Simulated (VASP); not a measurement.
# Be in VASP: further runs, part 2 of 2

VASP 6.6.1.

### Step 5. Relaxation of cell and atoms, PBE

This run uses another cell than the first one: it holds 8 atoms, not 4.

The COD entry that gives the cell may itself be a prediction, so a difference from it is no test against experiment.

File INCAR:

```
SYSTEM = Be
PREC = Accurate
ENCUT = 600
EDIFF = 1E-6
ISMEAR = 0
SIGMA = 0.1
LREAL = .FALSE.
LASPH = .TRUE.
NELM = 80
ALGO = Normal
ISIF = 3
LWAVE = .FALSE.
LCHARG = .FALSE.
GGA = PE
IBRION = 2
NSW = 90
EDIFFG = -0.04
```

File KPOINTS:

```
regular mesh
0
G
  9 9 2
  0 0 0
```

File POSCAR:

```
Be
1.0
    2.7181344566      0.0000000000      0.0000000000
   -1.3590672282      2.3539734903      0.0000000000
    0.0000000000      0.0000000000      8.8773464966
Be
8
Direct
    0.0000000000      0.0000000000      0.0937500000
    0.0000000000      0.0000000000      0.5937500000
    0.0000000000      0.0000000000      0.4062500000
    0.0000000000      0.0000000000      0.9062500000
    0.3333333333      0.6666666667      0.1562500000
    0.6666666667      0.3333333333      0.6562500000
    0.3333333333      0.6666666667      0.3437500000
    0.6666666667      0.3333333333      0.8437500000
```

Run with:

```sh
$ cat potpaw_PBE.64/Be/POTCAR > POTCAR
$ mpirun -np 1 vasp_std > vasp.out
```

Wall time 8.3 min (1 thread of Intel Xeon Platinum 8375C at 2.90GHz (Ice Lake), shared host); peak memory 0.19 GiB.

The run converged. Its results:

| Property | Result |
| --- | --- |
| Free energy | -25.6513 eV |
| Relaxed volume | 11.10 Å³/atom |
| Relaxed cell | a = 3.540 Å, b = 3.540 Å, c = 8.182 Å, α = 90.00°, β = 90.00°, γ = 120.00° |
| Space group after relaxing (to 0.05 Å) | P6/mmm (No. 191) |
| Energy gained by relaxing | 2486.4 meV/atom |
| Ionic steps | 53 |
| Pressure after relaxing | 0.2 GPa |
| Largest force after relaxing | 0.027 eV/Å |
| Band gap on the k mesh | zero (band 8 reaches 5.44 eV, above the bottom of band 9 at 2.63 eV) |

Forces in eV/Å, atoms in the order of the input:
```
Be   0.000  0.000 -0.026
Be   0.000  0.000 -0.026
Be   0.000  0.000  0.026
Be   0.000  0.000  0.026
Be   0.000  0.000 -0.027
Be   0.000  0.000 -0.027
Be   0.000  0.000  0.027
Be   0.000  0.000  0.027
```

Stress tensor (GPa, compression positive):
```
 0.35  0.00  0.00
 0.00  0.35  0.00
 0.00  0.00 -0.09
```

Step by step:
| step | energy change (eV) | largest force (eV/Å) | pressure (GPa) | volume (Å³) |
| --- | --- | --- | --- | --- |
| 1 | 0.0000 | 0.8135 | 104.01 | 56.80 |
| 3 | -11.4223 | 0.1820 | 2.39 | 110.74 |
| 5 | -11.4622 | 0.1771 | -0.15 | 116.88 |
| 7 | -11.5034 | 0.2073 | 0.22 | 115.54 |
| 9 | -11.5584 | 0.4288 | -0.12 | 115.85 |
| 11 | -12.6671 | 1.4473 | -4.43 | 116.75 |
| 13 | -4.9965 | 3.9838 | 14.81 | 100.91 |
| 15 | -13.6210 | 5.7304 | -3.99 | 112.34 |
| 17 | -13.6843 | 5.5225 | -4.40 | 112.92 |
| 19 | -13.6952 | 5.5219 | -4.44 | 112.97 |
| 21 | -13.7168 | 5.5164 | -4.55 | 113.16 |
| 23 | -13.7654 | 5.4447 | -4.65 | 113.14 |
| 25 | -13.9778 | 5.1283 | -5.08 | 113.03 |
| 27 | -14.7257 | 3.9561 | -6.62 | 112.57 |
| 29 | -16.3869 | 1.2138 | -10.44 | 110.74 |
| 31 | -16.5844 | 1.3537 | -11.06 | 109.73 |
| 33 | -17.3584 | 1.1252 | -9.72 | 102.17 |
| 35 | -17.3810 | 1.2084 | 16.14 | 71.84 |
| 37 | -18.2946 | 0.9730 | -0.54 | 84.29 |
| 39 | -18.6674 | 0.9333 | 6.10 | 78.25 |
| 41 | -18.9469 | 0.7018 | 6.01 | 78.74 |
| 43 | -19.5985 | 0.3498 | -0.80 | 87.23 |
| 45 | -19.7508 | 0.3500 | -3.51 | 92.83 |
| 47 | -19.8598 | 0.1107 | -2.33 | 91.91 |
| 49 | -19.8706 | 0.2372 | -1.59 | 91.10 |
| 51 | -19.8872 | 0.0853 | -0.05 | 89.40 |
| 53 | -19.8915 | 0.0274 | 0.20 | 88.78 |

Final structure:
```
Be
1.0
     3.53963    0.00000    0.00000
    -1.76982    3.06541    0.00000
     0.00000    0.00000    8.18174
Be
8
Cartesian
  0.0000 0.0000 0.9621
  0.0000 0.0000 5.0530
  0.0000 0.0000 3.1287
  0.0000 0.0000 7.2196
  0.0000 2.0436 0.0152
  1.7698 1.0218 4.1061
  0.0000 2.0436 4.0756
  1.7698 1.0218 8.1665
```

Levels at points of the mesh, in eV from the Fermi level:
```
           k point  band 5  band 6  band 7  band 8  band 9  band 10  band 11  band 12
(0.00, 0.00, 0.00)   -1.04    1.62    1.62    2.29    2.29     2.39     2.39     2.52
(0.00, 0.00, 0.50)    1.95    1.95    1.95    1.95    2.24     2.40     2.40     2.40
```

Caveat: the volume moved by over 15 % at a fixed basis, so the end points are rough.

### Step 6. Single point, PBE

This run uses another cell than the first one: it holds 2 atoms, not 4.

File INCAR:

```
  PREC = Accurate
  ENCUT = 520
  EDIFF = 1E-7
  ISMEAR = 0
  SIGMA = 0.1
  LREAL = False
  LASPH = True
  NELM = 80
  ALGO = Normal
  ISIF = 2
  LWAVE = False
  LCHARG = True
  GGA = PE
  LELF = True
  LVHAR = True
  NBANDS = 9
```

File KPOINTS:

```
regular mesh
0
Gamma
  27 27 16
```

File POSCAR:

```
Be
1.0
    2.2649287082      0.0000000000      0.0000000000
   -1.1324643541      1.9614857991      0.0000000000
    0.0000000000      0.0000000000      3.5605390794
Be
2
Direct
    0.3333333333      0.6666666667      0.7500000000
    0.6666666667      0.3333333333      0.2500000000
```

Potentials or basis: VASP PAW PBE potentials, release 64 (Be).

Run with:

```sh
$ cat potpaw_PBE.64/Be/POTCAR > POTCAR
$ mpirun -np 1 vasp_std > vasp.out
```

It took 45 s on 1 thread of Intel Xeon Platinum 8375C at 2.90GHz (Ice Lake), shared host; peak memory 0.19 GiB.

It converged, with:

```yaml
Free_energy: -7.5346 eV
Pressure: 0.2 GPa
Band_gap_on_the_k_mesh: zero (band 2 reaches 8.08 eV, above the bottom of band 3 at 5.92 eV)
```

Levels at points of the mesh, in eV from the Fermi level:
```csv
k point,band 1,band 2,band 3,band 4,band 5,band 6
"(0.00, 0.00, 0.00)",-11.27,-4.35,1.21,16.03,16.03,18.89
"(0.00, 0.00, 0.50)",-9.11,-9.11,10.83,10.83,17.69,17.69
```

### Step 7. Summary

| task | cell | k mesh | cutoff (eV) | gap on the mesh (eV) | pressure (GPa) | largest force (eV/Å) |
| --- | --- | --- | --- | --- | --- | --- |
| single point | a = 2.828, b = 2.828, c = 4.665 Å, angles 90.0, 90.0, 120.0°, 4 atoms | 9 × 9 × 4 | 520 | none | 65.9 | 0.42 |
| single point | a = 2.718, b = 2.718, c = 8.877 Å, angles 90.0, 90.0, 120.0°, 8 atoms | 9 × 9 × 2 | 520 | none | 104.0 | 0.81 |
| single point | a = 4.509, b = 4.509, c = 3.587 Å, angles 90.0, 90.0, 60.0°, 8 atoms | 4 × 4 × 6 | 520 | none | 0.2 | - |
| relaxation of cell and atoms | relaxed from a = 2.718, b = 2.718, c = 8.877 Å, angles 90.0, 90.0, 120.0°, 8 atoms | 9 × 9 × 2 | 600 | none | 0.2 | 0.03 |
| single point | a = 2.265, b = 2.265, c = 3.561 Å, angles 90.0, 90.0, 120.0°, 2 atoms | 27 × 27 × 16 | 520 | none | 0.2 | - |

Alike in all rows: level PBE; potentials or basis VASP PAW PBE potentials, release 64 (Be); no spin polarisation; smearing gaussian 0.1 eV.

Caveats: some runs use coarse meshes; the volume moved by over 15 % at a fixed basis, so the end points are rough (some runs).

Absolute energies hang on the potentials; compare differences alone.
